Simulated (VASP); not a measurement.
Sn, 2 atoms in the cell. It takes space group R-3m (No. 166, trigonal). Conventional cell: a = 4.784 Å, b = 4.784 Å, c = 11.158 Å, α = 90.00°, β = 90.00°, γ = 120.00°. Within 3.8 Å of Sn (site symmetry 3m) lie 4 Sn at 2.85 to 2.89 Å.  This cell differs from its parent crystal: epitaxial 111 strain +3.0%.

```yaml
Program: VASP 6.6.1
Task: single point
Functional: PBE
Potentials_or_basis: VASP PAW PBE potentials, release 64 (Sn_d)
Cutoff: 520 eV
k_mesh: 6 × 6 × 6
Occupations: fermi-dirac, width 0.02 eV
Spin: no spin polarisation
Dipole_correction: no
Further_INCAR_settings: ALGO = Normal; EDIFF = 1e-06; NBANDS = 21
```

Potentials or basis: VASP PAW PBE potentials, release 64 (Sn_d).

Run with:

```sh
$ cat potpaw_PBE.64/Sn_d/POTCAR > POTCAR
$ mpirun -np 1 vasp_std > vasp.out
```

Hardware: 1 thread of AMD EPYC 9R45 96-Core Processor (Zen 5) (shared host).

**Question.** How long does it take, and how much memory?

**Answer.** Run time: 29 s on 1 thread of AMD EPYC 9R45 96-Core Processor (Zen 5), on a shared host, peak memory 0.18 GiB. Counts: scf iterations 12, k points 32.
